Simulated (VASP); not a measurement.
Crystal: Na3TeH.

```
CELL_PARAMETERS angstrom
5.21390 0.00000 0.00000
0.00000 5.21390 0.00000
0.00000 0.00000 5.21390
ATOMIC_POSITIONS crystal
Na 0.50000 0.00000 0.00000
Na 0.00000 0.50000 0.00000
Na 0.00000 0.00000 0.50000
Te 0.50000 0.50000 0.50000
H 0.00000 0.00000 0.00000
```

```yaml
Program: VASP 6.6.1
Task: relaxation of cell and atoms
Functional: PBE
Potentials_or_basis: VASP PAW PBE potentials, release 64 (Na_pv, Te, H)
Cutoff: 600 eV
k_mesh: 6 × 6 × 6
Occupations: gaussian, width 0.02 eV
Spin: no spin polarisation
```

At the start: pressure -3.7 GPa; volume 28.35 Å³/atom.

Q: How do energy, volume and symmetry change on relaxing?

A: Over 5 steps the energy falls by 99.5 meV/atom and the volume is 21.60 Å³/atom (-23.8 %); space group Pm-3m (No. 221, to 0.1 Å) before and after.

Step by step:
```csv
step,energy change (eV),largest force (eV/Å),pressure (GPa),volume (Å³)
1,0.0000,0.0000,-3.73,141.74
2,-0.2764,0.0000,-2.94,128.64
3,-0.4787,0.0000,-1.06,113.31
4,-0.4964,0.0000,0.30,106.59
5,-0.4976,0.0000,-0.03,107.99
```

Final structure:
```xyz
5
Lattice="4.7620 0.0000 0.0000 0.0000 4.7620 0.0000 0.0000 0.0000 4.7620" Properties=species:S:1:pos:R:3 pbc="T T T"
Na    2.3810    0.0000    0.0000
Na    0.0000    2.3810    0.0000
Na    0.0000    0.0000    2.3810
Te    2.3810    2.3810    2.3810
H     0.0000    0.0000    0.0000
```

Caveat: the volume moved by over 15 % at a fixed basis, so the end points are rough.
